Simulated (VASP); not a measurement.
# Cr (Im-3m) in VASP: notebook

The runs below take Cr through single point, with PBE.

All numbers are computed with VASP 6.6.1; they aren't measurements. Logs are shortened: lines on timing, memory, paths and dates and some standing lists are left out, and cuts for length are marked.

## Step 1: The cell of the first run

Symmetry: Im-3m, No. 229, cubic system. Conventional cell: a = 2.845 Å, b = 2.845 Å, c = 2.845 Å, α = 90.00°, β = 90.00°, γ = 90.00°. Within 3.3 Å of Cr (site symmetry m-3m) lie 14 Cr at 2.46 to 2.84 Å.

## Step 2: Single point, PBE, collinear spin, ferromagnetic start (volume scaled by 0.96)

The input, INCAR:

```
SYSTEM = Cr
PREC = Accurate
ENCUT = 520
EDIFF = 1E-7
ISMEAR = -1
SIGMA = 0.08
LREAL = .FALSE.
LASPH = .TRUE.
NELM = 150
ALGO = Normal
ISIF = 2
LWAVE = .FALSE.
LCHARG = .FALSE.
ISPIN = 2
MAGMOM = 3
LORBIT = 11
LMAXMIX = 4
GGA = PE
NBANDS = 16
```

The input, KPOINTS:

```
Automatic mesh
0
G
  18 18 18
  0 0 0
```

The input, POSCAR:

```
Cr
1.0
   -1.4224618002      1.4224618002      1.4224618002
    1.4224618002     -1.4224618002      1.4224618002
    1.4224618002      1.4224618002     -1.4224618002
Cr
1
Direct
    0.0000000000      0.0000000000      0.0000000000
```

Potentials or basis: VASP PAW PBE potentials, release 64 (Cr_pv).

Run with:

```
> cat potpaw_PBE.64/Cr_pv/POTCAR > POTCAR
> mpirun -np 1 vasp_std > vasp.out
```

OUTCAR:

```text
SYSTEM = Cr
   PREC = Accurate
   ENCUT = 520
   EDIFF = 1E-7
   ISMEAR = -1
   LREAL = .FALSE.
   LASPH = .TRUE.
   NELM = 150
   ISIF = 2
   ISPIN = 2
   LORBIT = 11
   GGA = PE

 ion  position               nearest neighbor table
   1  0.000  0.000  0.000-

  LATTYP: Found a body centered cubic cell.
 ALAT       =     2.8449236004

  Lattice vectors:

 A1 = (  -1.4224618002,   1.4224618002,   1.4224618002)
 A2 = (   1.4224618002,  -1.4224618002,   1.4224618002)
 A3 = (   1.4224618002,   1.4224618002,  -1.4224618002)

Analysis of symmetry for initial positions (statically):
=====================================================================
 Subroutine PRICEL returns:
 Original cell was already a primitive cell.

 Routine SETGRP: Setting up the symmetry group for a
 body centered cubic supercell.

 Subroutine GETGRP returns: Found 48 space group operations
 (whereof 48 operations were pure point group operations)
 out of a pool of 48 trial point group operations.

The static configuration has the point symmetry O_h .

Analysis of symmetry for dynamics (positions and initial velocities):
=====================================================================
 Subroutine PRICEL returns:
 Original cell was already a primitive cell.

 Routine SETGRP: Setting up the symmetry group for a
 body centered cubic supercell.

 Subroutine GETGRP returns: Found 48 space group operations
 (whereof 48 operations were pure point group operations)
 out of a pool of 48 trial point group operations.

The dynamic configuration has the point symmetry O_h .

Analysis of structural, dynamic, and magnetic symmetry:
=====================================================================
 Subroutine PRICEL returns:
 Original cell was already a primitive cell.

 Routine SETGRP: Setting up the symmetry group for a
 body centered cubic supercell.

 Subroutine GETGRP returns: Found 48 space group operations
 (whereof 48 operations were pure point group operations)
 out of a pool of 48 trial point group operations.

The overall configuration has the point symmetry O_h .

 Subroutine INISYM returns: Found 48 space group operations
 (whereof 48 operations are pure point group operations),
 and found     1 'primitive' translations

----------------------------------------------------------------------------------------

                                     Primitive cell

  volume of cell :      11.5128

  direct lattice vectors                    reciprocal lattice vectors
    -1.422461800  1.422461800  1.422461800     0.000000000  0.351503288  0.351503288
     1.422461800 -1.422461800  1.422461800     0.351503288  0.000000000  0.351503288
     1.422461800  1.422461800 -1.422461800     0.351503288  0.351503288  0.000000000

  length of vectors
     2.463776110  2.463776110  2.463776110     0.497100717  0.497100717  0.497100717

  position of ions in fractional coordinates (direct lattice)
     0.000000000  0.000000000  0.000000000

  ion indices of the primitive-cell ions
   primitive index   ion index
                 1           1

----------------------------------------------------------------------------------------

 KPOINTS: Automatic mesh

Automatic generation of k-mesh.
 Grid dimensions read from file:
 generate k-points for:   18   18   18

 Generating k-lattice:

  Cartesian coordinates                     Fractional coordinates (reciprocal lattice)
     0.000000000  0.019527960  0.019527960     0.055555556  0.000000000  0.000000000
     0.019527960  0.000000000  0.019527960     0.000000000  0.055555556  0.000000000
     0.019527960  0.019527960  0.000000000     0.000000000  0.000000000  0.055555556

  Length of vectors
     0.027616707  0.027616707  0.027616707

  Shift w.r.t. Gamma in fractional coordinates (k-lattice)
     0.000000000  0.000000000  0.000000000

 Subroutine IBZKPT returns following result:
 ===========================================

 Found    195 irreducible k-points:

 Following reciprocal coordinates:
            Coordinates               Weight
  0.000000  0.000000  0.000000      1.000000
  0.055556  0.000000  0.000000     12.000000
  0.111111  0.000000  0.000000     12.000000
  0.166667  0.000000  0.000000     12.000000
  0.222222  0.000000  0.000000     12.000000
  0.277778  0.000000  0.000000     12.000000
[... 16 lines left out ...]
  0.333333  0.111111  0.000000     48.000000
  0.388889  0.111111  0.000000     48.000000
 [... further k-points ...]
   k-points           NKPTS =    195   k-points in BZ     NKDIM =    195   number of bands    NBANDS=     16
   number of dos      NEDOS =    301   number of ions     NIONS =      1
   total plane-waves  NPLWV =   5832
   dimension x,y,z NGX =    18 NGY =   18 NGZ =   18
   dimension x,y,z NGXF=    36 NGYF=   36 NGZF=   36
   ions per type =               1
   NGX,Y,Z   is equivalent  to a cutoff of  12.15, 12.15, 12.15 a.u.
   NGXF,Y,Z  is equivalent  to a cutoff of  24.29, 24.29, 24.29 a.u.
 SYSTEM =  Cr
   PREC   = accura    normal or accurate (medium, high low for compatibility)
   ISTART =      0    job   : 0-new  1-cont  2-samecut
   ICHARG =      2    charge: 1-file 2-atom 10-const
   ISPIN  =      2    spin polarized calculation?
   LNONCOLLINEAR =      F non collinear calculations
   LSORBIT =      F    spin-orbit coupling
   LASPH  =      T    aspherical Exc in radial PAW
   ENCUT  =  520.0 eV  38.22 Ry    6.18 a.u.   4.58  4.58  4.58*2*pi/ulx,y,z
   NELM   =    150;   NELMIN=  2; NELMDL= -5     # of ELM steps
   EDIFF  = 0.1E-06   stopping-criterion for ELM
   LREAL  =      F    real-space projection
   EDIFFG = 0.1E-05   stopping-criterion for IOM
   NSW    =      0    number of steps for IOM
   IBRION =     -1    ionic relax: 0-MD 1-quasi-New 2-CG
   NFREE  =      0    steps in history (QN), initial steepest desc. (CG)
   ISIF   =      2    stress and relaxation
   ISYM   =      2    0-nonsym 1-usesym 2-fastsym
   POTIM  = 0.5000    time-step for ionic-motion
   TEBEG  =    0.0;   TEEND  =   0.0 temperature during run
   PSTRESS=    0.0 pullay stress
   NELECT =      12.0000    total number of electrons
   NUPDOWN=      -1.0000    fix difference up-down
   EMIN   =  10.00;   EMAX   =-10.00  energy-range for DOS
   EFERMI =   0.00;   METHOD = LEGACY
   ISMEAR =    -1;   SIGMA  =   0.08  broadening in eV -4-tet -1-fermi 0-gaus
   EFERMI_NEDOS =   21; number of points for ismear=-14 and -15
   IALGO  =     38    algorithm
   IMIX   =      4    mixing-type and parameters
     AMIX     =   0.40;   BMIX     =  1.00
     AMIX_MAG =   1.60;   BMIX_MAG =  1.00
  volume/ion in A,a.u.               =      11.51        77.69
  Fermi-wavevector in a.u.,A,eV,Ry     =   1.659872  3.136704 37.486439  2.755176
  Thomas-Fermi vector in A             =   2.747206
   LORBIT       =     11    0 simple, 1 ext, 2 COOP (PROOUT), +10 PAW based schemes
   GGA     = PE    functional components
   LHFCALC =     F    Hartree Fock is set to
   AEXX    =    0.0000 exact exchange contribution
   IVDW    =     0    specifies the selected vdW correction
   LEPSILON=     F    determine dielectric tensor
   LRPA    =     F    only Hartree local field effects (RPA)
 spin polarized calculation
  energy-cutoff  :      520.00
  volume of cell :       11.51
 maximum number of plane-waves:       325
   NGX =  9   NGY =  9   NGZ =  9

 number of electron      11.9999996 magnetization       0.0002218

 number of electron      11.9999996 magnetization      -0.0000004

 Free energy of the ion-electron system (eV)
  ---------------------------------------------------
  ext. energy  EPLUGINS =         0.00000000
  ---------------------------------------------------
  free energy    TOTEN  =        -9.52173740 eV

  energy without entropy =       -9.50490571  energy(sigma->0) =       -9.51332156

 E-fermi :  11.0311     XC(G=0): -13.6930

 val. band max:       11.0250327009   @ k =  -0.4444   0.4444   0.0556
 cond. band min:      11.0337819650   @ k =  -0.2222   0.3333   0.1111
 fundamental gap:      0.0087492640
 Fermi energy:        11.0311014085

 spin component 1

 k-point     1 :       0.0000    0.0000    0.0000
  band No.  band energies     occupation
      1     -31.7021      1.00000
      2     -31.7021      1.00000
      3     -31.7021      1.00000
      4       3.1509      1.00000
      5      10.1044      0.99999
      6      10.1044      0.99999
[... 8 lines left out ...]
     15      40.8739      0.00000
     16      45.4674      0.00000

 k-point     2 :       0.0556    0.0000    0.0000
  band No.  band energies     occupation
      1     -31.7313      1.00000
      2     -31.7111      1.00000
      3     -31.7023      1.00000
      4       3.2872      1.00000
      5      10.0514      1.00000
      6      10.0959      0.99999
[... 8 lines left out ...]
     15      41.1794      0.00000
     16      43.8806      0.00000
[... 387 lines left out ...]
      5       8.7461      1.00000
      6      10.1894      0.99997
[... 8 lines left out ...]
     15      41.2382      0.00000
     16      42.5496      0.00000

 k-point    24 :       0.3889    0.1111    0.0000
  band No.  band energies     occupation
      1     -32.5678      1.00000
      2     -32.0176      1.00000
      3     -31.7474      1.00000
      4       6.8904      1.00000
      5       8.6402      1.00000
      6      10.6935      0.98551
[... 8 lines left out ...]
     15      41.5151      0.00000
     16      42.3439      0.00000

 [... further k-points ...]

 spin component 2

 k-point     1 :       0.0000    0.0000    0.0000
  band No.  band energies     occupation
      1     -31.7021      1.00000
      2     -31.7021      1.00000
      3     -31.7021      1.00000
      4       3.1509      1.00000
      5      10.1044      0.99999
      6      10.1044      0.99999
[... 8 lines left out ...]
     15      40.8739      0.00000
     16      45.4674      0.00000

 k-point     2 :       0.0556    0.0000    0.0000
  band No.  band energies     occupation
      1     -31.7314      1.00000
      2     -31.7111      1.00000
      3     -31.7023      1.00000
      4       3.2872      1.00000
      5      10.0514      1.00000
      6      10.0959      0.99999
[... 8 lines left out ...]
     15      41.1794      0.00000
     16      43.8806      0.00000
[... 387 lines left out ...]
      5       8.7461      1.00000
      6      10.1894      0.99997
[... 8 lines left out ...]
     15      41.2382      0.00000
     16      42.5496      0.00000

 k-point    24 :       0.3889    0.1111    0.0000
  band No.  band energies     occupation
      1     -32.5678      1.00000
      2     -32.0176      1.00000
      3     -31.7474      1.00000
      4       6.8904      1.00000
      5       8.6402      1.00000
      6      10.6935      0.98551
[... 8 lines left out ...]
     15      41.5151      0.00000
     16      42.3439      0.00000

 [... further k-points ...]
[... 5 lines left out ...]
  --------------------------------------------------------------------------------------
  -------------------------------------------------------------------------------------
  Total        0.0341789      0.0341789      0.0341789      0.0000000      0.0000000     -0.0000000
  in kB        4.7564902      4.7564902      4.7564902      0.0000000      0.0000000     -0.0000000
  external PRESSURE =       4.7564902 kB  Pullay stress =       0.0000000 kB

 VOLUME and BASIS-vectors are now :
 -----------------------------------------------------------------------------
  energy-cutoff  :      520.00
  volume of cell :       11.51
      direct lattice vectors                 reciprocal lattice vectors
    -1.422461800  1.422461800  1.422461800     0.000000000  0.351503288  0.351503288
     1.422461800 -1.422461800  1.422461800     0.351503288  0.000000000  0.351503288
     1.422461800  1.422461800 -1.422461800     0.351503288  0.351503288  0.000000000

 POSITION                                       TOTAL-FORCE (eV/Angst)
 -----------------------------------------------------------------------------------
      0.00000      0.00000      0.00000        -0.000000      0.000000     -0.000000
 -----------------------------------------------------------------------------------
    total drift:                                0.000000     -0.000000      0.000000

  FREE ENERGIE OF THE ION-ELECTRON SYSTEM (eV)
  ---------------------------------------------------
  free  energy   TOTEN  =        -9.5217374043 eV

  energy  without entropy=       -9.5049057072  energy(sigma->0) =       -9.51332156

 total charge

# of ion       s       p       d       tot
------------------------------------------
    1        0.442   6.408   4.215  11.065

 magnetization (x)

# of ion       s       p       d       tot
------------------------------------------
    1       -0.000   0.000  -0.000  -0.000
```

Run time: 2.3 min. Hardware: 1 thread of AMD EPYC 7R13, shared host; peak memory 0.13 GiB.

What came out:

```
Free energy                                           : -9.5217 eV
Pressure                                              : 0.5 GPa
Band gap on the k mesh                                : zero (filled and empty bands overlap)
Net moment                                            : 0.00 μB per cell
Valence electrons inside the program's atomic spheres : Cr 11.06
```

Caveat: the starting moments collapsed, and a magnetic state may lie lower.

## Step 3: Single point, PBE, collinear spin, ferromagnetic start (volume scaled by 0.98)

The input, INCAR:

```
  PREC = Accurate
  ENCUT = 520
  EDIFF = 1E-6
  ISMEAR = -1
  SIGMA = 0.08
  LREAL = False
  LASPH = True
  NELM = 150
  ALGO = Normal
  ISIF = 2
  LWAVE = False
  LCHARG = True
  ISPIN = 2
  MAGMOM = 3
  LORBIT = 11
  LMAXMIX = 4
  GGA = PE
  LELF = True
  LVHAR = True
  NBANDS = 16
```

The input, KPOINTS:

```
Automatic mesh
0
Gamma
  18 18 18
```

The input, POSCAR:

```
Cr
1.0
   -1.4322721916      1.4322721916      1.4322721916
    1.4322721916     -1.4322721916      1.4322721916
    1.4322721916      1.4322721916     -1.4322721916
Cr
1
Direct
    0.0000000000      0.0000000000      0.0000000000
```

Potentials or basis: VASP PAW PBE potentials, release 64 (Cr_pv).

Run with:

```
> cat potpaw_PBE.64/Cr_pv/POTCAR > POTCAR
> mpirun -np 1 vasp_std > vasp.out
```

It took 98 s on 1 thread of AMD EPYC 7R13, shared host; peak memory 0.13 GiB.

It converged, with:

```yaml
Free_energy: -9.5187 eV
Pressure: -4.7 GPa
Band_gap_on_the_k_mesh: zero (filled and empty bands overlap)
Net_moment: 0.00 μB per cell
Valence_electrons_inside_the_program's_atomic_spheres: Cr 11.02
```

Levels at points of the mesh, in eV from the Fermi level:
Spin up:
```
           k point  band 2  band 3  band 4  band 5  band 6  band 7  band 8  band 9  band 10  band 11
(0.00, 0.00, 0.00)  -42.76  -42.76   -7.80   -0.90   -0.90   -0.90    1.11    1.11     7.09    22.16
(0.50, 0.00, 0.00)  -43.03  -42.76   -4.35   -2.41    1.07    1.11    1.44    2.76     7.08     9.71
(0.50, 0.50, 0.50)  -43.35  -43.35   -4.21   -4.21    2.37    2.37    2.37    7.08    10.45    10.45
```
Spin down:
```
           k point  band 3  band 4  band 5  band 6  band 7  band 8  band 9  band 10
(0.00, 0.00, 0.00)  -42.76   -7.80   -0.90   -0.90   -0.90    1.11    1.11     7.09
(0.50, 0.00, 0.00)  -42.76   -4.35   -2.41    1.07    1.11    1.44    2.76     7.08
(0.50, 0.50, 0.50)  -43.35   -4.21   -4.21    2.37    2.37    2.37    7.08    10.45
```

Caveat: the starting moments collapsed, and a magnetic state may lie lower.

## Step 4: Single point, PBE, collinear spin, ferromagnetic start (volume scaled by 1.02)

The input, INCAR:

```
PREC = Accurate
ENCUT = 520
EDIFF = 1E-7
ISMEAR = -1
SIGMA = 0.08
LREAL = F
LASPH = T
NELM = 150
ALGO = Normal
ISIF = 2
LWAVE = F
LCHARG = T
ISPIN = 2
MAGMOM = 3
LORBIT = 11
LMAXMIX = 4
GGA = PE
LELF = T
LVHAR = T
NBANDS = 16
```

The input, KPOINTS:

```
regular mesh
0
Gamma
  18 18 18
```

The input, POSCAR:

```
Cr
1.0
   -1.4514996160      1.4514996160      1.4514996160
    1.4514996160     -1.4514996160      1.4514996160
    1.4514996160      1.4514996160     -1.4514996160
Cr
1
Direct
    0.0000000000      0.0000000000      0.0000000000
```

Run with:

```
> cat potpaw_PBE.64/Cr_pv/POTCAR > POTCAR
> mpirun -np 1 vasp_std > vasp.out
```

It took 2.2 min on 1 thread of AMD EPYC 7R13, shared host; peak memory 0.15 GiB.

Results (log left out):

| Property | Result |
| --- | --- |
| Free energy | -9.4914 eV |
| Pressure | -13.4 GPa |
| Band gap on the k mesh | zero (filled and empty bands overlap) |
| Net moment | 0.00 μB per cell |
| Valence electrons inside the program's atomic spheres | Cr 10.94 |

Levels at points of the mesh, in eV from the Fermi level:
Spin up:
```
           k point  band 3  band 4  band 5  band 6  band 7  band 8  band 9  band 10
(0.00, 0.00, 0.00)  -42.80   -7.65   -0.84   -0.84   -0.84    1.06    1.06     7.07
(0.50, 0.00, 0.00)  -42.81   -4.15   -2.27    0.98    1.05    1.37    2.61     7.06
(0.50, 0.50, 0.50)  -43.33   -3.97   -3.97    2.25    2.25    2.25    7.07    10.10
```
Spin down:
| k point | band 3 | band 4 | band 5 | band 6 | band 7 | band 8 | band 9 | band 10 |
| --- | --- | --- | --- | --- | --- | --- | --- | --- |
| (0.00, 0.00, 0.00) | -42.80 | -7.65 | -0.84 | -0.84 | -0.84 | 1.06 | 1.06 | 7.07 |
| (0.50, 0.00, 0.00) | -42.81 | -4.15 | -2.27 | 0.98 | 1.05 | 1.37 | 2.61 | 7.06 |
| (0.50, 0.50, 0.50) | -43.33 | -3.97 | -3.97 | 2.25 | 2.25 | 2.25 | 7.07 | 10.10 |

Caveat: the starting moments collapsed, and a magnetic state may lie lower.

(Part 1 of 2 ends here.)
